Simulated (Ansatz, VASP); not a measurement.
# Two plane-wave programs on NaB

```
Na B
1.0
     0.00000    2.68387    2.68387
     2.68387    0.00000    2.68387
     2.68387    2.68387    0.00000
Na B
1 1
Direct
  0.00000 0.00000 0.00000
  0.50000 0.50000 0.50000
```

Alike in both runs: task relaxation of cell and atoms; functional PBE; k mesh 14 × 14 × 14; no spin polarisation.

|  | VASP | Ansatz |
| --- | --- | --- |
| version | VASP 6.6.1 | Ansatz 0.2.0 |
| potentials or method | VASP PAW PBE potentials, release 64 (Na_pv, B), cutoff 600 eV | plane waves, PAW |
| occupations | fermi-dirac, width 0.1 eV | fermi-dirac |
| valence electrons in the cell | 10 | 12 |

|  | VASP | Ansatz | Ansatz less VASP |
| --- | --- | --- | --- |
| relaxed volume (Å³/atom) | 19.47 | 19.45 | -0.026 |
| relaxed cell length with the largest relative difference (Å) | 3.805 | 3.803 | -0.0017 |

VASP's potentials hold 10 valence electrons a cell and Ansatz's 12, so a difference there can come from the potentials and not from the codes. Ansatz's warnings: stress scf threshold loose.
